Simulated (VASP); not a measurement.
# AlN (P6_3/mmc) in VASP: a series of runs

Runs on AlN. Level: PBEsol. Tasks: single point.

All numbers are computed with VASP 6.6.1; they aren't measurements. Logs are shortened: lines on timing, memory, paths and dates and some standing lists are left out, and cuts for length are marked.

### Step 1. The cell of the first run

It takes space group P6_3/mmc (No. 194, hexagonal). The conventional cell has a = 3.312 Å, b = 3.312 Å, c = 4.188 Å, α = 90.00°, β = 90.00°, γ = 120.00°. Al (site symmetry -6m2) has 5 N at 1.91 to 2.09 Å within 2.5 Å. N (site symmetry -6m2) has 5 Al at 1.91 to 2.09 Å within 2.5 Å.

### Step 2. Single point, PBEsol

Input file INCAR:

```
PREC     = Accurate       # precision mode
ENCUT    = 520            # plane-wave cutoff, eV
EDIFF    = 1E-7           # SCF threshold, eV
ISMEAR   = 0              # smearing method
SIGMA    = 0.05           # smearing width, eV
LREAL    = F              # projectors in reciprocal space
LASPH    = T              # aspherical terms in the spheres
NELM     = 80             # most SCF steps
ALGO     = Normal         # electronic algorithm
ISIF     = 2              # what is computed and relaxed
LWAVE    = F              # write WAVECAR
LCHARG   = F              # write CHGCAR
GGA      = PS             # functional
NBANDS   = 16             # bands
```

Input file KPOINTS:

```
regular mesh
0
Gamma
  12 12 6
```

Input file POSCAR:

```
AlN
1.0
    3.3121157418      0.0000000000      0.0000000000
   -1.6560578709      2.8683763727      0.0000000000
    0.0000000000      0.0000000000      4.1875630000
Al N
2 2
Direct
    0.3333333333      0.6666666667      0.7500000000
    0.6666666667      0.3333333333      0.2500000000
    0.3333333333      0.6666666667      0.2500000000
    0.6666666667      0.3333333333      0.7500000000
```

Potentials or basis: VASP PAW PBE potentials, release 64 (Al, N).

On the command line:

```
$ cat potpaw_PBE.64/Al/POTCAR potpaw_PBE.64/N/POTCAR > POTCAR
$ mpirun -np 1 vasp_std > vasp.out
```

OUTCAR:

```text
PREC = Accurate
   ENCUT = 520
   EDIFF = 1E-7
   ISMEAR = 0
   LREAL = F
   LASPH = T
   NELM = 80
   ISIF = 2
   GGA = PS

 ion  position               nearest neighbor table
   1  0.333  0.667  0.750-   4 1.91   4 1.91   4 1.91   3 2.09   3 2.09   2 2.84   2 2.84   2 2.84
                             2 2.84   2 2.84   2 2.84
   2  0.667  0.333  0.250-   3 1.91   3 1.91   3 1.91   4 2.09   4 2.09   1 2.84   1 2.84   1 2.84
                             1 2.84   1 2.84   1 2.84
   3  0.333  0.667  0.250-   2 1.91   2 1.91   2 1.91   1 2.09   1 2.09
   4  0.667  0.333  0.750-   1 1.91   1 1.91   1 1.91   2 2.09   2 2.09

  LATTYP: Found a hexagonal cell.
 ALAT       =     3.3121157418
 C/A-ratio  =     1.2643166261

  Lattice vectors:

 A1 = (   3.3121157418,   0.0000000000,   0.0000000000)
 A2 = (  -1.6560578709,   2.8683763727,   0.0000000000)
 A3 = (   0.0000000000,   0.0000000000,   4.1875630000)

Analysis of symmetry for initial positions (statically):
=====================================================================
 Subroutine PRICEL returns:
 Original cell was already a primitive cell.

 Routine SETGRP: Setting up the symmetry group for a
 hexagonal supercell.

 Subroutine GETGRP returns: Found 24 space group operations
 (whereof 12 operations were pure point group operations)
 out of a pool of 24 trial point group operations.

The static configuration has the point symmetry D_3d.
 The point group associated with its full space group is D_6h.

Analysis of symmetry for dynamics (positions and initial velocities):
=====================================================================
 Subroutine PRICEL returns:
 Original cell was already a primitive cell.

 Routine SETGRP: Setting up the symmetry group for a
 hexagonal supercell.

 Subroutine GETGRP returns: Found 24 space group operations
 (whereof 12 operations were pure point group operations)
 out of a pool of 24 trial point group operations.

The dynamic configuration has the point symmetry D_3d.
 The point group associated with its full space group is D_6h.

 Subroutine INISYM returns: Found 24 space group operations
 (whereof 12 operations are pure point group operations),
 and found     1 'primitive' translations

----------------------------------------------------------------------------------------

                                     Primitive cell

  volume of cell :      39.7835

  direct lattice vectors                    reciprocal lattice vectors
     3.312115742  0.000000000  0.000000000     0.301921816  0.174314642  0.000000000
    -1.656057871  2.868376373  0.000000000     0.000000000  0.348629284  0.000000000
     0.000000000  0.000000000  4.187563000     0.000000000  0.000000000  0.238802377

  length of vectors
     3.312115742  3.312115742  4.187563000     0.348629284  0.348629284  0.238802377

  position of ions in fractional coordinates (direct lattice)
     0.333333333  0.666666667  0.750000000
     0.666666667  0.333333333  0.250000000
     0.333333333  0.666666667  0.250000000
     0.666666667  0.333333333  0.750000000

  ion indices of the primitive-cell ions
   primitive index   ion index
                 1           1
                 2           2
                 3           3
                 4           4

----------------------------------------------------------------------------------------

 KPOINTS: regular mesh

Automatic generation of k-mesh.
 Grid dimensions read from file:
 generate k-points for:   12   12    6

 Generating k-lattice:

  Cartesian coordinates                     Fractional coordinates (reciprocal lattice)
     0.025160151  0.014526220  0.000000000     0.083333333  0.000000000  0.000000000
     0.000000000  0.029052440  0.000000000     0.000000000  0.083333333  0.000000000
     0.000000000  0.000000000  0.039800396     0.000000000  0.000000000  0.166666667

  Length of vectors
     0.029052440  0.029052440  0.039800396

  Shift w.r.t. Gamma in fractional coordinates (k-lattice)
     0.000000000  0.000000000  0.000000000

 Subroutine IBZKPT returns following result:
 ===========================================

 Found     76 irreducible k-points:

 Following reciprocal coordinates:
            Coordinates               Weight
  0.000000  0.000000  0.000000      1.000000
  0.083333  0.000000  0.000000      6.000000
  0.166667  0.000000  0.000000      6.000000
  0.250000  0.000000  0.000000      6.000000
  0.333333 -0.000000  0.000000      6.000000
  0.416667  0.000000  0.000000      6.000000
[... 16 lines left out ...]
  0.250000  0.000000  0.166667     12.000000
  0.333333 -0.000000  0.166667     12.000000
 [... further k-points ...]
   k-points           NKPTS =     76   k-points in BZ     NKDIM =     76   number of bands    NBANDS=     16
   number of dos      NEDOS =    301   number of ions     NIONS =      4
   total plane-waves  NPLWV =  25088
   dimension x,y,z NGX =    28 NGY =   28 NGZ =   32
   dimension x,y,z NGXF=    56 NGYF=   56 NGZF=   64
   ions per type =               2   2
   NGX,Y,Z   is equivalent  to a cutoff of  14.05, 14.05, 12.70 a.u.
   NGXF,Y,Z  is equivalent  to a cutoff of  28.11, 28.11, 25.41 a.u.
 SYSTEM =  unknown system
   PREC   = accura    normal or accurate (medium, high low for compatibility)
   ISTART =      0    job   : 0-new  1-cont  2-samecut
   ICHARG =      2    charge: 1-file 2-atom 10-const
   ISPIN  =      1    spin polarized calculation?
   LNONCOLLINEAR =      F non collinear calculations
   LSORBIT =      F    spin-orbit coupling
   LASPH  =      T    aspherical Exc in radial PAW
   ENCUT  =  520.0 eV  38.22 Ry    6.18 a.u.   6.16  6.16  7.79*2*pi/ulx,y,z
   NELM   =     80;   NELMIN=  2; NELMDL= -5     # of ELM steps
   EDIFF  = 0.1E-06   stopping-criterion for ELM
   LREAL  =      F    real-space projection
   EDIFFG = 0.1E-05   stopping-criterion for IOM
   NSW    =      0    number of steps for IOM
   IBRION =     -1    ionic relax: 0-MD 1-quasi-New 2-CG
   NFREE  =      0    steps in history (QN), initial steepest desc. (CG)
   ISIF   =      2    stress and relaxation
   ISYM   =      2    0-nonsym 1-usesym 2-fastsym
   POTIM  = 0.5000    time-step for ionic-motion
   TEBEG  =    0.0;   TEEND  =   0.0 temperature during run
   PSTRESS=    0.0 pullay stress
   NELECT =      16.0000    total number of electrons
   NUPDOWN=      -1.0000    fix difference up-down
   EMIN   =  10.00;   EMAX   =-10.00  energy-range for DOS
   EFERMI =   0.00;   METHOD = LEGACY
   ISMEAR =     0;   SIGMA  =   0.05  broadening in eV -4-tet -1-fermi 0-gaus
   EFERMI_NEDOS =   21; number of points for ismear=-14 and -15
   IALGO  =     38    algorithm
   IMIX   =      4    mixing-type and parameters
     AMIX     =   0.40;   BMIX     =  1.00
     AMIX_MAG =   1.60;   BMIX_MAG =  1.00
  volume/ion in A,a.u.               =       9.95        67.12
  Fermi-wavevector in a.u.,A,eV,Ry     =   1.208409  2.283561 19.867927  1.460251
  Thomas-Fermi vector in A             =   2.344017
   LORBIT       =      0    0 simple, 1 ext, 2 COOP (PROOUT), +10 PAW based schemes
   GGA     = PS    functional components
   LHFCALC =     F    Hartree Fock is set to
   AEXX    =    0.0000 exact exchange contribution
   IVDW    =     0    specifies the selected vdW correction
   LEPSILON=     F    determine dielectric tensor
   LRPA    =     F    only Hartree local field effects (RPA)
 non-spin polarized calculation
 Gauss-broadening in eV      SIGMA  =   0.05
  energy-cutoff  :      520.00
  volume of cell :       39.78
 maximum number of plane-waves:      1090
 NGX is ok and might be reduce to    28
   NGX = 13   NGY = 13   NGZ = 15

 number of electron      15.9999999 magnetization

 Free energy of the ion-electron system (eV)
  ---------------------------------------------------
  ext. energy  EPLUGINS =         0.00000000
  ---------------------------------------------------
  free energy    TOTEN  =       -30.93773507 eV

  energy without entropy =      -30.93773507  energy(sigma->0) =      -30.93773507

 E-fermi :   8.1059     XC(G=0): -11.3529

 val. band max:        7.8598602778   @ k =   0.0000   0.0000   0.0000
 cond. band min:      11.0474509471   @ k =   0.0000   0.0000   0.0000
 fundamental gap:      3.1875906693
 Fermi energy:         8.1058573291

 k-point     1 :       0.0000    0.0000    0.0000
  band No.  band energies     occupation
      1      -8.9059      2.00000
      2      -5.2330      2.00000
      3       0.9378      2.00000
      4       4.5764      2.00000
      5       4.5764      2.00000
      6       6.2440      2.00000
[... 8 lines left out ...]
     15      19.5362      0.00000
     16      19.6777      0.00000

 k-point     2 :       0.0833    0.0000    0.0000
  band No.  band energies     occupation
      1      -8.8262      2.00000
      2      -5.2295      2.00000
      3       1.0236      2.00000
      4       4.2789      2.00000
      5       4.4571      2.00000
      6       5.9409      2.00000
[... 8 lines left out ...]
     15      19.2075      0.00000
     16      19.3176      0.00000

 k-point     3 :       0.1667    0.0000    0.0000
  band No.  band energies     occupation
      1      -8.5920      2.00000
      2      -5.2342      2.00000
      3       1.2775      2.00000
      4       3.5466      2.00000
      5       4.1770      2.00000
      6       5.2944      2.00000
[... 8 lines left out ...]
     15      18.6011      0.00000
     16      19.7708      0.00000

 k-point     4 :       0.2500    0.0000    0.0000
  band No.  band energies     occupation
      1      -8.2222      2.00000
      2      -5.2882      2.00000
      3       1.6860      2.00000
      4       2.6930      2.00000
      5       3.8612      2.00000
      6       4.6167      2.00000
[... 8 lines left out ...]
     15      17.9076      0.00000
     16      20.2619      0.00000
[... 324 lines left out ...]
 k-point    22 :       0.1667    0.0000    0.1667
  band No.  band energies     occupation
      1      -8.4283      2.00000
      2      -5.5693      2.00000
      3       1.5254      2.00000
      4       3.8474      2.00000
      5       4.2975      2.00000
      6       4.9248      2.00000
[... 8 lines left out ...]
     15      19.0750      0.00000
     16      19.8307      0.00000

 k-point    23 :       0.2500    0.0000    0.1667
  band No.  band energies     occupation
      1      -8.0674      2.00000
      2      -5.5431      2.00000
      3       1.4847      2.00000
      4       3.2835      2.00000
      5       3.9937      2.00000
      6       4.2157      2.00000
[... 8 lines left out ...]
     15      18.8453      0.00000
     16      20.1299      0.00000

 k-point    24 :       0.3333   -0.0000    0.1667
  band No.  band energies     occupation
      1      -7.6159      2.00000
      2      -5.5985      2.00000
      3       1.2423      2.00000
      4       2.9483      2.00000
      5       3.7335      2.00000
      6       3.7746      2.00000
[... 8 lines left out ...]
     15      19.4207      0.00000
     16      20.4094      0.00000

 [... further k-points ...]
[... 5 lines left out ...]
  --------------------------------------------------------------------------------------
  -------------------------------------------------------------------------------------
  Total       -0.8027685     -0.8027685     -1.0239701      0.0000000      0.0000000      0.0000000
  in kB      -32.3294215    -32.3294215    -41.2377401      0.0000000      0.0000000      0.0000000
  external PRESSURE =     -35.2988610 kB  Pullay stress =       0.0000000 kB

 VOLUME and BASIS-vectors are now :
 -----------------------------------------------------------------------------
  energy-cutoff  :      520.00
  volume of cell :       39.78
      direct lattice vectors                 reciprocal lattice vectors
     3.312115742  0.000000000  0.000000000     0.301921816  0.174314642  0.000000000
    -1.656057871  2.868376373  0.000000000     0.000000000  0.348629284  0.000000000
     0.000000000  0.000000000  4.187563000     0.000000000  0.000000000  0.238802377

 POSITION                                       TOTAL-FORCE (eV/Angst)
 -----------------------------------------------------------------------------------
     -0.00000      1.91225      3.14067        -0.000000      0.000000      0.000000
      1.65606      0.95613      1.04689         0.000000     -0.000000      0.000000
     -0.00000      1.91225      1.04689        -0.000000     -0.000000      0.000000
      1.65606      0.95613      3.14067         0.000000      0.000000      0.000000
 -----------------------------------------------------------------------------------
    total drift:                               -0.000000     -0.000000     -0.000000

  FREE ENERGIE OF THE ION-ELECTRON SYSTEM (eV)
  ---------------------------------------------------
  free  energy   TOTEN  =       -30.9377350723 eV

  energy  without entropy=      -30.9377350723  energy(sigma->0) =      -30.93773507
```

Run time: 28 s. Hardware: 1 thread of Intel Xeon 6975P-C, shared host; peak memory 0.18 GiB.

What came out:

| Quantity | Value |
| --- | --- |
| Free energy | -30.9377 eV |
| Pressure | -3.5 GPa |
| Band gap on the k mesh | 3.19 eV, direct |

Levels at points of the mesh, in eV from the valence-band top:
```csv
k point,band 5,band 6,band 7,band 8,band 9,band 10,band 11,band 12
"(0.00, 0.00, 0.00)",-3.28,-1.62,-1.62,0.00,3.19,4.34,8.13,8.13
"(0.50, 0.00, 0.00)",-4.50,-4.33,-2.92,-1.46,3.76,7.02,7.05,9.07
"(0.00, 0.00, 0.50)",-2.49,-2.49,-2.49,-2.49,5.57,5.57,8.32,8.32
"(0.50, 0.00, 0.50)",-3.26,-3.26,-1.76,-1.76,4.95,4.95,9.17,9.17
```

Caveat: the PAW data sets were made with another functional, which shifts forces and pressure a little.

(Part 1 of 2 ends here.)
